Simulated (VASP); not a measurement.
Here is a VASP 6.6.1 calculation.

The input INCAR:

```
SYSTEM = HfN
ALGO     = Normal         ! electronic algorithm
EDIFF    = 1E-6           ! SCF threshold, eV
ENCUT    = 520            ! plane-wave cutoff, eV
GGA      = PE             ! functional
ISIF     = 2              ! what is computed and relaxed
ISMEAR   = 0              ! smearing method
LASPH    = .TRUE.         ! aspherical terms in the spheres
LCHARG   = .FALSE.        ! write CHGCAR
LREAL    = .FALSE.        ! projectors in reciprocal space
LWAVE    = .FALSE.        ! write WAVECAR
NBANDS   = 14             ! bands
NELM     = 60             ! most SCF steps
PREC     = Accurate       ! precision mode
SIGMA    = 0.02           ! smearing width, eV
```

The input KPOINTS:

```
k-points
0
G
  16 16 16
  0 0 0
```

POSCAR

```
HfN
1.0
    0.0000000000      2.2783380864      2.2783380864
    2.2783380864      0.0000000000      2.2783380864
    2.2783380864      2.2783380864      0.0000000000
Hf N
1 1
Direct
    0.0000000000      0.0000000000      0.0000000000
    0.5000000000      0.5000000000      0.5000000000
```

Potentials or basis: VASP PAW PBE potentials, release 64 (Hf_pv, N).

The run is started by

```console
$ cat potpaw_PBE.64/Hf_pv/POTCAR potpaw_PBE.64/N/POTCAR > POTCAR
$ mpirun -np 1 vasp_std > vasp.out
```

Question: Estimate the band gap on the k mesh.

Answer: Zero (an odd number of electrons rules out a gap without spin polarisation).

Question: Estimate the pressure.

Answer: -3.9 GPa.

Caveat: the cell stands under tension; spin-orbit coupling is left out, which moves the levels of the heavy elements.
